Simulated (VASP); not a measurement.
# Al3Si2N3: single point with PBE

Crystal: Al3Si2N3.

```
Al Si N
1.0
     3.23656    0.00000    0.00000
    -1.61828    2.80294    0.00000
     0.00000    0.00000   11.12144
Al Si N
3 2 3
Cartesian
  0.0000 1.8686 5.7081
  0.0000 1.8686 10.6879
  1.6183 0.9343 8.1979
  0.0000 1.8686 2.0648
  1.6183 0.9343 3.3110
  1.6183 0.9343 5.1518
  1.6183 0.9343 10.0990
  0.0000 1.8686 7.6064
```

```json
{
  "Program": "VASP 6.6.1",
  "Task": "single point",
  "Functional": "PBE",
  "Potentials or basis": "VASP PAW PBE potentials, release 64 (Al, Si, N)",
  "Cutoff": "520 eV",
  "k mesh": "12 × 12 × 4",
  "Occupations": "gaussian, width 0.1 eV",
  "Spin": "no spin polarisation",
  "Dipole correction": "no",
  "Further INCAR settings": "ALGO = Normal; EDIFF = 1e-06; NBANDS = 26"
}
```

```json
{
  "Pressure": "-0.2 GPa",
  "Largest force": "0.013 eV/Å",
  "Band gap on the k mesh": "zero (bands 16 and 17 overlap by 1.85 eV)"
}
```

Forces on the atoms (eV/Å):
```
Al   0.000  0.000 -0.002
Al   0.000  0.000 -0.002
Al   0.000  0.000  0.001
Si   0.000  0.000  0.013
Si   0.000  0.000 -0.009
N    0.000  0.000 -0.006
N    0.000  0.000  0.003
N    0.000  0.000  0.001
```

Levels at points of the mesh, in eV from the Fermi level:
```
           k point  band 13  band 14  band 15  band 16  band 17  band 18  band 19  band 20
(0.00, 0.00, 0.00)    -3.79    -3.45    -0.86     1.50     1.50     1.59     2.05     2.99
(0.50, 0.00, 0.00)    -4.97    -4.43    -3.46    -1.10    -0.26     0.82     1.48     2.06
(0.00, 0.00, 0.50)    -3.79    -3.79    -0.14     0.93     1.50     1.50     2.00     3.38
(0.50, 0.00, 0.50)    -4.89    -4.43    -3.40    -1.10    -0.35     0.61     1.68     1.96
```

Run time: 81 s on 1 thread of Intel(R) Xeon(R) 6975P-C (Granite Rapids) (shared host), peak memory 0.29 GiB.
